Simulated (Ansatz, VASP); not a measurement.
## One calculation of SiC, two programs

```
Si C
1.0
     0.00000    2.21867    2.21867
     2.21867    0.00000    2.21867
     2.21867    2.21867    0.00000
Si C
1 1
Cartesian
  0.0000 0.0000 0.0000
  3.3280 3.3280 3.3280
```

Alike in both runs: task single point; functional PBE; k mesh 14 × 14 × 14; occupations gaussian, width 0.05 eV; no spin polarisation.

|  | VASP | Ansatz |
| --- | --- | --- |
| version | VASP 6.6.1 | Ansatz 0.2.0 |
| potentials or method | VASP PAW PBE potentials, release 64 (Si, C), cutoff 520 eV | scalar-relativistic, plane waves, PAW |
| valence electrons in the cell | 8 | 8 |

VASP gave:

```
gap on the k mesh at the Fermi level (eV) : 1.41
least direct gap on the mesh (eV)         : 4.48
pressure (GPa)                            : -7.7
```

Which values does Ansatz return?

gap on the k mesh at the Fermi level (eV): 1.41; least direct gap on the mesh (eV): 4.49; pressure (GPa): -7.7.

With one functional, cell and mesh, what is left measures potentials, basis and numerics.
